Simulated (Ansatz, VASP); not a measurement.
# Fe in VASP and in Ansatz

```
Fe
1.0
     2.83896    0.00000    0.00000
     0.00000    2.83896    0.00000
     0.00000    0.00000    2.83896
Fe
2
Direct
  0.00000 0.00000 0.00000
  0.50000 0.50000 0.50000
```

Alike in both runs: task single point; functional BLYP; k mesh 11 × 11 × 11; occupations fermi-dirac, width 0.05 eV; non-collinear spin, spin-orbit coupling.

|  | VASP | Ansatz |
| --- | --- | --- |
| version | VASP 6.6.1 | Ansatz 0.2.0 |
| potentials or method | VASP PAW PBE potentials, release 64 (Fe), cutoff 600 eV | plane waves (420 eV) with PAW, fully relativistic with spin-orbit coupling |
| valence electrons in the cell | 16 | 32 |

Ansatz gave:

```
net moment per atom (μB) : 2.17
```

**Question.** What did VASP give for the same quantities?

**Answer.** net moment per atom (μB): 2.18.

VASP's potentials were made for PBE, not for BLYP. VASP's potentials hold 16 valence electrons a cell and Ansatz's 32, so a difference there can come from the potentials and not from the codes.
